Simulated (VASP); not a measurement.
Al2Cu, 6 atoms in the cell. The typed cell holds 6 atoms: a = 2.898 Å, b = 4.988 Å, c = 6.297 Å, α = 88.38°, β = 89.66°, γ = 90.05°. 

* Program: VASP 6.6.1
* Task: relaxation of cell and atoms
* Functional: PBE
* Potentials or basis: VASP PAW PBE potentials, release 64 (Al, Cu)
* Cutoff: 600 eV
* k mesh: 8 × 4 × 4
* Occupations: gaussian, width 0.2 eV
* Spin: no spin polarisation
* Dipole correction: no
* Further INCAR settings: ALGO = Fast; EDIFF = 1e-07; IBRION = 2; EDIFFG = -0.025; NSW = 80; ISIF = 3

Potentials or basis: VASP PAW PBE potentials, release 64 (Al, Cu).

Launch:

```sh
$ cat potpaw_PBE.64/Al/POTCAR potpaw_PBE.64/Cu/POTCAR > POTCAR
$ mpirun -np 1 vasp_std > vasp.out
```

Hardware: 1 thread of Intel(R) Xeon(R) Platinum 8488C (Sapphire Rapids), with other jobs on the host.

Problem. How long does it take, and how much memory?

Solution. Wall time 20 min on 1 thread of Intel(R) Xeon(R) Platinum 8488C (Sapphire Rapids), with other jobs on the host, peak memory 0.31 GiB. Counts: scf iterations 153, k points 68, ion steps 12.
